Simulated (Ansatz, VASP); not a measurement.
**Two plane-wave programs on Si2C3**

```
CELL_PARAMETERS angstrom
-1.97728 1.97728 2.73118
1.97728 -1.97728 2.73118
1.97728 1.97728 -2.73118
ATOMIC_POSITIONS crystal
Si 0.50000 0.00000 0.50000
Si 0.00000 0.50000 0.50000
C 0.50000 0.50000 0.00000
C 0.79522 0.79522 0.00000
C 0.20478 0.20478 0.00000
```

Alike in both runs: functional PBE; k mesh 6 × 6 × 6; occupations gaussian, width 0.1 eV; no spin polarisation.

Ansatz relaxed the structure, and its values are those at the end. VASP's run is a single point on that final structure, the one shown.

|  | VASP | Ansatz |
| --- | --- | --- |
| version | VASP 6.6.1 | Ansatz 0.2.0 |
| potentials or method | VASP PAW PBE potentials, release 64 (Si, C), cutoff 520 eV | scalar-relativistic, plane waves, PAW |
| valence electrons in the cell | 20 | 20 |

```csv
,VASP,Ansatz,Ansatz less VASP
gap on the k mesh at the Fermi level (eV),none,none,-
pressure (GPa),0.2,0.0,-0.16
rms of the force components (eV/Å),0.006,0.002,-0.0045
```

A gap of «none» marks a metal or a gap that the smearing closes.

The k mesh is coarse, so the values compare programs but aren't converged.
